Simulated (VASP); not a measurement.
HfO2, 6 atoms in the cell. It takes space group P4_2/nmc (No. 137, tetragonal). The conventional cell has a = 3.647 Å, b = 3.647 Å, c = 5.304 Å, α = 90.00°, β = 90.00°, γ = 90.00°. Hf (site symmetry -4m2) has 8 O at 2.10 to 2.43 Å within 2.8 Å. Within 2.8 Å of O (site symmetry 2mm) lie 4 Hf at 2.10 to 2.43 Å and 6 O at 2.64 to 2.65 Å. 

| Item | Value |
| --- | --- |
| Program | VASP 6.6.1 |
| Task | single point |
| Functional | r2SCAN |
| Potentials or basis | VASP PAW PBE potentials, release 64 (Hf_pv, O) |
| Cutoff | 520 eV |
| k mesh | 6 × 6 × 4 |
| Occupations | gaussian, width 0.01 eV |
| Spin | no spin polarisation |
| Dipole correction | no |
| Further INCAR settings | ALGO = Normal; EDIFF = 1e-06; NBANDS = 31 |

Potentials or basis: VASP PAW PBE potentials, release 64 (Hf_pv, O).

Launch:

```bash
$ cat potpaw_PBE.64/Hf_pv/POTCAR potpaw_PBE.64/O/POTCAR > POTCAR
$ cp INCAR.step1 INCAR
$ mpirun -np 1 vasp_std > vasp.out
$ cp INCAR.step2 INCAR
$ mpirun -np 1 vasp_std > vasp.out
```

Hardware: 1 thread of Intel(R) Xeon(R) 6975P-C (Granite Rapids), with other jobs on the host.

**Question.** Estimate the wall time of this run.

**Answer.** Run time: 110 s on 1 thread of Intel(R) Xeon(R) 6975P-C (Granite Rapids) (shared host), peak memory 0.2 GiB. Counts: k points 30.
